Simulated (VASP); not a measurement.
Runs of VASP 6.6.1 on FeCo3. The structure is that of space group Pm-3m (No. 221), or close to it. The cells are those of the table. 

```csv
spin,cell,k mesh,gap on the mesh (eV),pressure (GPa)
"collinear, ferromagnetic start","a = 3.536 Å, 4 atoms",4 × 4 × 4,none,(a)
off,"a = 3.582 Å, 4 atoms",12 × 12 × 12,none,-31.7
off,"a = 3.736 Å, 4 atoms",12 × 12 × 12,none,-42.5
off,"a = 3.536 Å, 4 atoms",12 × 12 × 12,none,-25.9
```

Alike in all rows: task single point; level PBEsol; potentials or basis VASP PAW PBE potentials, release 64 (Fe, Co); cutoff (eV) 520; smearing gaussian 0.1 eV.

Estimate the missing entries.

(a) -7.0.

Caveats: some runs use coarse meshes; the PAW data sets were made with another functional, which shifts forces and pressure a little; the cell stands under tension (at least some runs).

A gap of «none» marks levels without a gap at the run's occupations.
